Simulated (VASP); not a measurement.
Set up this calculation in VASP 6.6.1, as the native input.

```
Task                   : electric field gradients
Functional             : PBEsol
Potentials or basis    : VASP PAW PBE potentials, release 64 (Ag)
Cutoff                 : 520 eV
k mesh                 : 15 × 15 × 15
Occupations            : fermi-dirac, width 0.03 eV
Spin                   : no spin polarisation
Dipole correction      : no
Further INCAR settings : ALGO = Normal; EDIFF = 1e-08; NBANDS = 12
```

The structure of Ag lies in POSCAR:

```
Ag
1.0
    0.0000000000      2.0362668386      2.0362668386
    2.0362668386      0.0000000000      2.0362668386
    2.0362668386      2.0362668386      0.0000000000
Ag
1
Direct
    0.0000000000      0.0000000000      0.0000000000
```

This cell differs from its parent crystal: volume scaled by 0.99.

These files were run (other wordings do the same):

INCAR

```
SYSTEM = Ag
  PREC = Accurate
  ENCUT = 520
  EDIFF = 1E-8
  ISMEAR = -1
  SIGMA = 0.03
  LREAL = .False.
  LASPH = .True.
  NELM = 100
  ALGO = Normal
  ISIF = 2
  LWAVE = .False.
  LCHARG = .False.
  GGA = PS
  LEFG = .True.
  NBANDS = 12
```

KPOINTS

```
regular mesh
0
Gamma
  15 15 15
  0 0 0
```

Potentials or basis: VASP PAW PBE potentials, release 64 (Ag).

Launch:

```bash
$ cat potpaw_PBE.64/Ag/POTCAR > POTCAR
$ mpirun -np 1 vasp_std > vasp.out
```

It gave:

```
Pressure : -1.9 GPa
```

Caveat: without QUAD_EFG the Cq values of the log hold for a quadrupole moment of 1 mb, not for the nuclei; the PAW data sets were made with another functional, which shifts forces and pressure a little.

Wall time 20 s on 1 thread of Intel Xeon 6975P-C, on a shared host, peak memory 0.15 GiB.
